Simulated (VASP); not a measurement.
Crystal: P.

```
P
1.0
     3.67682    0.00000    0.00000
     0.00000    3.67682    0.00000
     0.00000    0.00000    5.88354
P
6
Cartesian
  0.0000 0.0000 1.4709
  0.0000 0.0000 4.4127
  2.4145 0.8707 2.9418
  1.2623 2.8061 2.9418
  2.8061 2.4145 0.0000
  0.8707 1.2623 0.0000
```

The cell was generated, and may not be a known phase.

| Property | Result |
| --- | --- |
| Program | VASP 6.6.1 |
| Task | relaxation of cell and atoms |
| Functional | PBE |
| Potentials or basis | VASP PAW PBE potentials, release 64 (P) |
| Cutoff | 600 eV |
| k mesh | 6 × 6 × 4 |
| Occupations | gaussian, width 0.1 eV |
| Spin | no spin polarisation |

At the start: pressure 36.8 GPa; volume 13.26 Å³/atom.

Q: How do energy, volume and symmetry change on relaxing?

A: Over 18 steps the energy falls by 621.1 meV/atom and the volume is 20.24 Å³/atom (+52.7 %); space group P4_2/m (No. 84, to 0.1 Å) before and after.

Step by step:
| step | energy change (eV) | largest force (eV/Å) | pressure (GPa) | volume (Å³) |
| --- | --- | --- | --- | --- |
| 1 | 0.0000 | 1.9878 | 36.81 | 79.54 |
| 2 | -1.9559 | 1.5774 | -7.63 | 119.94 |
| 3 | -2.4677 | 1.0010 | 1.11 | 103.64 |
| 4 | -2.4678 | 1.0327 | 0.67 | 104.24 |
| 5 | -2.7346 | 0.9654 | 0.21 | 106.70 |
| 6 | -3.4491 | 0.3087 | 0.10 | 113.94 |
| 7 | -2.9396 | 2.1685 | 7.98 | 127.51 |
| 8 | -3.5629 | 0.6867 | 1.94 | 118.85 |
| 9 | -3.5956 | 0.2135 | -2.15 | 128.30 |
| 10 | -3.6383 | 0.3392 | -0.54 | 124.19 |
| 11 | -3.6693 | 0.2874 | -0.18 | 122.25 |
| 12 | -3.6984 | 0.1641 | 0.76 | 118.34 |
| 13 | -3.7093 | 0.2343 | -0.65 | 119.97 |
| 14 | -3.7100 | 0.1980 | -0.40 | 119.64 |
| 15 | -3.7194 | 0.0811 | 0.24 | 119.23 |
| 16 | -3.7194 | 0.0814 | 0.24 | 119.23 |
| 17 | -3.7238 | 0.0567 | 0.14 | 120.05 |
| 18 | -3.7266 | 0.0223 | 0.00 | 121.43 |

Final structure:
```yaml
crystal:
  lattice:
    - [4.59470, 0.00000, 0.00000]
    - [0.00000, 4.59470, 0.00000]
    - [0.00000, 0.00000, 5.75193]
  atoms:
    - { symbol: P, position: [0.00000, 0.00000, 0.25000] }
    - { symbol: P, position: [0.00000, 0.00000, 0.75000] }
    - { symbol: P, position: [0.67056, 0.18824, 0.50000] }
    - { symbol: P, position: [0.32943, 0.81176, 0.50000] }
    - { symbol: P, position: [0.81176, 0.67056, 0.00000] }
    - { symbol: P, position: [0.18824, 0.32943, 0.00000] }
```

Caveat: the volume moved by over 15 % at a fixed basis, so the end points are rough.
